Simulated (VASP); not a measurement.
A run of VASP 6.6.1 is set up as follows.

INCAR

```
PREC = Accurate ; ENCUT = 520
EDIFF = 1E-6 ; ISMEAR = -1
SIGMA = 0.08 ; LREAL = F
LASPH = T ; NELM = 60
ALGO = Normal ; ISIF = 2
LWAVE = F ; LCHARG = F
GGA = PE ; NBANDS = 12
```

The input KPOINTS:

```
regular mesh
0
Gamma
  16 16 16
```

The input POSCAR:

```
Au
1.0
   -1.3768574449      1.3768574449      1.3768574449
    1.3768574449     -1.3768574449      1.3768574449
    1.3768574449      1.3768574449     -1.3768574449
Au
1
Direct
    0.0000000000      0.0000000000      0.0000000000
```

Potentials or basis: VASP PAW PBE potentials, release 64 (Au).

Command:

```bash
$ cat potpaw_PBE.64/Au/POTCAR > POTCAR
$ mpirun -np 1 vasp_std > vasp.out
```

(1) What does it give for the pressure?

Answers

(1) 349.0 GPa.
